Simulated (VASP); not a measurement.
# Re: single point with PBEsol

Re:

```xyz
2
Lattice="2.7235 0.0000 0.0000 -1.3617 2.3586 0.0000 0.0000 0.0000 4.3979" Properties=species:S:1:pos:R:3 pbc="T T T"
Re    0.0000    1.5724    1.0995
Re    1.3617    0.7862    3.2985
```

| Property | Result |
| --- | --- |
| Program | VASP 6.6.1 |
| Task | single point |
| Functional | PBEsol |
| Potentials or basis | VASP PAW PBE potentials, release 64 (Re) |
| Cutoff | 520 eV |
| k mesh | 12 × 12 × 7 |
| Occupations | fermi-dirac, width 0.02 eV |
| Spin | no spin polarisation |
| Dipole correction | no |
| Further INCAR settings | ALGO = Normal; EDIFF = 1e-06; NBANDS = 14 |

```json
{
  "Pressure": "12.9 GPa",
  "Band gap on the k mesh": "zero (band 7 reaches 9.72 eV, above the bottom of band 8 at 6.53 eV)"
}
```

Stress tensor (GPa, compression positive):
```
12.72  0.00  0.00
 0.00 12.72  0.00
 0.00  0.00 13.33
```

Levels at points of the mesh, in eV from the Fermi level:
```csv
k point,band 5,band 6,band 7,band 8,band 9,band 10
"(0.00, 0.00, 0.00)",-1.71,-0.83,-0.83,0.16,0.16,0.68
"(0.50, 0.00, 0.00)",-1.78,-1.46,-0.65,4.20,4.64,4.78
```

Wall time 17 s on 1 thread of Intel Xeon 6975P-C, with other jobs on the host, peak memory 0.15 GiB.

Caveat: the PAW data sets were made with another functional, which shifts forces and pressure a little; spin-orbit coupling is left out, which moves the levels of the heavy elements.
